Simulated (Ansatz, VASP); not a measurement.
Two plane-wave programs on W

File INCAR:

```
SYSTEM = W
  PREC = Accurate
  ENCUT = 520
  EDIFF = 1E-6
  ISMEAR = 0
  SIGMA = 0.15
  LREAL = .False.
  LASPH = .True.
  NELM = 100
  ALGO = Fast
  ISIF = 2
  LWAVE = .False.
  LCHARG = .False.
  GGA = PE
  NBANDS = 13
```

Contents of KPOINTS:

```
regular mesh
0
Gamma
  20 20 20
  0 0 0
```

The input POSCAR:

```
W
1.0
   -1.4485831223      1.5600125932      1.5600125932
    1.5600125932     -1.4485831223      1.5600125932
    1.5600125932      1.5600125932     -1.4485831223
W
1
Direct
    0.0000000000      0.0000000000      0.0000000000
```

Input for Ansatz:

```yaml
crystal:
  lattice:
    - [-1.4485831223, 1.5600125932, 1.5600125932]
    - [1.5600125932, -1.4485831223, 1.5600125932]
    - [1.5600125932, 1.5600125932, -1.4485831223]
  atoms:
    - { symbol: W, position: [0.0, 0.0, 0.0] }
basis:
  ecutwfc: 420
kpoints:
  mp_grid: { grid: [20, 20, 20] }
hamiltonian:
  xc: pbe
  pseudopotentials: { kind: paw, azcp: { folder: soft_1 } }
scf:
  occupations: { method: gaussian, width: 0.15 }
output:
  forces: true
  stress: true
  eigenvalues: true
```

Change from the starting cell: equal engineering shear yz, xz and xy +0.0700, equal normal strain along x, y and z -0.0200.

Alike in both runs: task single point; functional PBE; k mesh 20 × 20 × 20; occupations gaussian, width 0.15 eV; no spin polarisation.

```csv
,VASP,Ansatz
version,VASP 6.6.1,Ansatz 0.2.0
potentials or method,"VASP PAW PBE potentials, release 64 (W_sv), cutoff 520 eV","scalar-relativistic, plane waves, PAW"
valence electrons in the cell,14,14
```

|  | VASP | Ansatz | Ansatz less VASP |
| --- | --- | --- | --- |
| gap on the k mesh at the Fermi level (eV) | none | none | - |
| pressure (GPa) | 25.8 | 24.9 | -0.87 |
| traceless stress, the component that is largest in VASP (GPa) | -10.27 | -10.15 | +0.118 |

A gap of «none» marks a metal or a gap that the smearing closes.

Neither program's run includes spin-orbit coupling.
